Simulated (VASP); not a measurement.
A run of VASP 6.6.1:

File INCAR:

```
SYSTEM = BaTe
ALGO = Normal
EDIFF = 1E-7
ENCUT = 520
GGA = CA
ISIF = 2
ISMEAR = 0
LASPH = .True.
LCHARG = .True.
LELF = .True.
LREAL = .False.
LVHAR = .True.
LWAVE = .False.
NBANDS = 15
NELM = 60
PREC = Accurate
SIGMA = 0.05
```

File KPOINTS:

```
k-points
0
Gamma
  6 6 6
  0 0 0
```

File POSCAR:

```
BaTe
1.0
    4.2624660000      0.0000000000      0.0000000000
    0.0000000000      4.2624660000      0.0000000000
    0.0000000000      0.0000000000      4.6887126000
Ba Te
1 1
Direct
    0.0000000000      0.0000000000      0.0000000000
    0.5000000000      0.5000000000      0.5000000000
```

Potentials or basis: VASP PAW LDA potentials, release 64 (Ba_sv, Te).

Launch:

```console
$ cat potpaw_LDA.64/Ba_sv/POTCAR potpaw_LDA.64/Te/POTCAR > POTCAR
$ mpirun -np 1 vasp_std > vasp.out
```

Hardware: 1 thread of AMD EPYC 7R13 Processor (Zen 3), on a shared host.

**Question.** How long does it take, and how much memory?

**Answer.** Wall time 43 s on 1 thread of AMD EPYC 7R13 Processor (Zen 3), on a shared host, peak memory 0.16 GiB. Counts: scf iterations 16, k points 40.
